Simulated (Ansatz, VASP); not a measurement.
## Two plane-wave programs on Pt

```
CELL_PARAMETERS angstrom
0.00000 1.98364 1.98364
1.98364 0.00000 1.98364
1.98364 1.98364 0.00000
ATOMIC_POSITIONS crystal
Pt 0.00000 0.00000 0.00000
```

Alike in both runs: functional PBE; k mesh 8 × 8 × 8; occupations gaussian, width 0.1 eV; no spin polarisation.

Ansatz relaxed the structure, and its values are those at the end. VASP's run is a single point on that final structure, the one shown.

```csv
,VASP,Ansatz
version,VASP 6.6.1,Ansatz 0.2.0
potentials or method,"VASP PAW PBE potentials, release 64 (Pt), cutoff 500 eV","scalar-relativistic, plane waves, PAW"
valence electrons in the cell,10,18
```

|  | VASP | Ansatz | Ansatz less VASP |
| --- | --- | --- | --- |
| gap on the k mesh at the Fermi level (eV) | none | none | - |
| pressure (GPa) | -0.6 | -0.1 | +0.52 |

A gap of «none» marks a metal or a gap that the smearing closes. The functional is the same, so the differences come from potentials, cutoffs and numerics. VASP's potentials hold 10 valence electrons a cell and Ansatz's 18, so a difference there can come from the potentials and not from the codes.

Neither program's run includes spin-orbit coupling.
